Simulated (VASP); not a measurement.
Input of a VASP 6.6.1 run:

File INCAR:

```
SYSTEM = CsPbBr3
ALGO     = Normal         ! electronic algorithm
EDIFF    = 1E-6           ! SCF threshold, eV
ENCUT    = 520            ! plane-wave cutoff, eV
GGA      = PE             ! functional
ISIF     = 2              ! what is computed and relaxed
ISMEAR   = 0              ! smearing method
LASPH    = .TRUE.         ! aspherical terms in the spheres
LCHARG   = .FALSE.        ! write CHGCAR
LREAL    = .FALSE.        ! projectors in reciprocal space
LWAVE    = .FALSE.        ! write WAVECAR
NBANDS   = 30             ! bands
NELM     = 100            ! most SCF steps
PREC     = Accurate       ! precision mode
SIGMA    = 0.01           ! smearing width, eV
```

KPOINTS

```
k-points
0
G
  6 6 6
  0 0 0
```

File POSCAR:

```
CsPbBr3
1.0
    5.8520860413      0.0000000000      0.0000000000
    0.0000000000      5.8520860413      0.0000000000
    0.0000000000      0.0000000000      5.8520860413
Cs Pb Br
1 1 3
Direct
    0.0000000000      0.0000000000      0.0000000000
    0.5000000000      0.5000000000      0.5000000000
    0.0000000000      0.5000000000      0.5000000000
    0.5000000000      0.0000000000      0.5000000000
    0.5000000000      0.5000000000      0.0000000000
```

Potentials or basis: VASP PAW PBE potentials, release 64 (Cs_sv, Pb_d, Br).

Command:

```sh
$ cat potpaw_PBE.64/Cs_sv/POTCAR potpaw_PBE.64/Pb_d/POTCAR potpaw_PBE.64/Br/POTCAR > POTCAR
$ mpirun -np 1 vasp_std > vasp.out
```

**Question.** Estimate the pressure.

**Answer.** 1.7 GPa.

**Question.** What does it give for the band gap on the k mesh?

**Answer.** 1.50 eV.

Caveat: spin-orbit coupling is left out, which moves the levels of the heavy elements. A k mesh can miss the band edges.
